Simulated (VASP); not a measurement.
A run of VASP 6.6.1 is set up as follows.

Contents of INCAR:

```
SYSTEM = CsBr
  PREC = Accurate
  ENCUT = 500
  EDIFF = 1E-6
  ISMEAR = -1
  SIGMA = 0.02
  LREAL = .False.
  LASPH = .True.
  NELM = 120
  ALGO = Normal
  ISIF = 2
  LWAVE = .False.
  LCHARG = .False.
  GGA = PE
  NBANDS = 15
  GGA_COMPAT = .False.
```

Contents of KPOINTS:

```
Automatic mesh
0
Gamma
  2 2 2
  0 0 0
```

POSCAR

```
CsBr
1.0
    4.2860000000      0.0000000000      0.0000000000
    0.0000000000      4.2860000000      0.0000000000
    0.0000000000      0.0000000000      4.2860000000
Cs Br
1 1
Direct
    0.0000000000      0.0000000000      0.0000000000
    0.5000000000      0.5000000000      0.5000000000
```

Potentials or basis: VASP PAW PBE potentials, release 64 (Cs_sv, Br).

The run is started by

```console
$ cat potpaw_PBE.64/Cs_sv/POTCAR potpaw_PBE.64/Br/POTCAR > POTCAR
$ mpirun -np 1 vasp_std > vasp.out
```

Question: What does it give for the pressure?

Answer: 2.0 GPa.

Question: Predict the band gap on the k mesh.

Answer: 4.46 eV.

Caveat: the k points lie up to 0.73 Å⁻¹ apart; spin-orbit coupling is left out, which moves the levels of the heavy elements. PBE gaps usually lie below the measured ones, often by a third to a half.
